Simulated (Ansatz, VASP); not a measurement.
## AlP: VASP beside Ansatz

The input INCAR:

```
SYSTEM = AlP
ALGO     = Normal         ! electronic algorithm
EDIFF    = 1E-6           ! SCF threshold, eV
ENCUT    = 500            ! plane-wave cutoff, eV
GGA_COMPAT= .False.      
ISIF     = 2              ! what is computed and relaxed
ISMEAR   = 0              ! smearing method
LASPH    = .True.         ! aspherical terms in the spheres
LCHARG   = .False.        ! write CHGCAR
LREAL    = .False.        ! projectors in reciprocal space
LWAVE    = .False.        ! write WAVECAR
NBANDS   = 11             ! bands
NELM     = 120            ! most SCF steps
PREC     = Accurate       ! precision mode
SIGMA    = 0.01           ! smearing width, eV
```

KPOINTS

```
k-points
0
Gamma
  8 8 8
  0 0 0
```

The input POSCAR:

```
AlP
1.0
    2.6034278985      2.6034278985      0.0000000000
   -2.6034278985      2.6034278985      0.0000000000
    0.0000000000      2.6034278985      2.6034278985
Al P
1 1
Direct
    0.0000000000      0.0000000000      0.0000000000
    0.7500000000      0.2500000000      0.5000000000
```

Input for Ansatz:

```yaml
crystal:
  lattice:
    - [2.6034278985, 2.6034278985, 0.0]
    - [-2.6034278985, 2.6034278985, 0.0]
    - [0.0, 2.6034278985, 2.6034278985]
  atoms:
    - { symbol: Al, position: [0.0, 0.0, 0.0] }
    - { symbol: P, position: [0.75, 0.25, 0.5] }
kpoints:
  mp_grid: { grid: [8, 8, 8] }
scf:
  occupations: { method: fixed }
  convergence: { dr2_threshold: 1.0e-10 }
hamiltonian:
  xc: lda
  pseudopotentials: { kind: all_electron, lapw: { basis_error: 0.0005 } }
output:
  forces: true
  stress: true
  eigenstates:
    kpoints:
      - [0.0, 0.0, 0.0]
      - [-0.5, 0.5, 0.0]
      - [-0.5, -0.5, -0.5]
      - [0.0, 0.0, -0.5]
      - [0.0, -0.5, -0.5]
      - [0.0, 0.5, 0.0]
      - [-0.5, 0.0, 0.0]
      - [-0.5, 0.0, -0.5]
  eigenvalues: true
```

Alike in both runs: task single point; functional LDA; k mesh 8 × 8 × 8; no spin polarisation.

```csv
,VASP,Ansatz
version,VASP 6.6.1,Ansatz 0.2.0
potentials or method,"VASP PAW LDA potentials, release 64 (Al, P), cutoff 500 eV","all-electron LAPW, scalar-relativistic"
occupations,"gaussian, width 0.01 eV",fixed
```

|  | VASP | Ansatz | Ansatz less VASP |
| --- | --- | --- | --- |
| gap on the k mesh at the Fermi level (eV) | 1.13 | 1.14 | +0.008 |
| pressure (GPa) | 15.1 | 14.8 | -0.23 |

LDA's correlation is that of Perdew and Zunger in VASP and of Perdew and Wang (1992) in Ansatz. Ansatz ran all-electron here, and VASP with PAW potentials.
